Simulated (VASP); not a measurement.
Here is a VASP 6.6.1 calculation.

The input INCAR:

```
SYSTEM = Re
PREC = Accurate
ENCUT = 520
EDIFF = 1E-7
ISMEAR = 0
SIGMA = 0.15
LREAL = .False.
LASPH = .True.
NELM = 80
ALGO = Fast
ISIF = 2
LWAVE = .False.
LCHARG = .False.
GGA = PE
NBANDS = 10
```

KPOINTS

```
regular mesh
0
Gamma
  10 10 10
  0 0 0
```

POSCAR

```
Re
1.0
    0.0000000000      1.9705086707      1.7777929227
    1.9705086707      0.0000000000      1.7777929227
    1.9705086707      1.9705086707      0.0000000000
Re
1
Direct
    0.0000000000      0.0000000000      0.0000000000
```

Potentials or basis: VASP PAW PBE potentials, release 64 (Re).

Command:

```sh
$ cat potpaw_PBE.64/Re/POTCAR > POTCAR
$ mpirun -np 1 vasp_std > vasp.out
```

Task: What does it give for the pressure?

Result: 37.3 GPa.

Task: Predict the band gap on the k mesh.

Result: Zero (an odd number of electrons rules out a gap without spin polarisation).

Stress tensor (GPa, compression positive):
```
28.79  0.00  0.00
 0.00 28.79  0.00
 0.00  0.00 54.24
```

Caveat: the cell stands under pressure; spin-orbit coupling is left out, which moves the levels of the heavy elements.
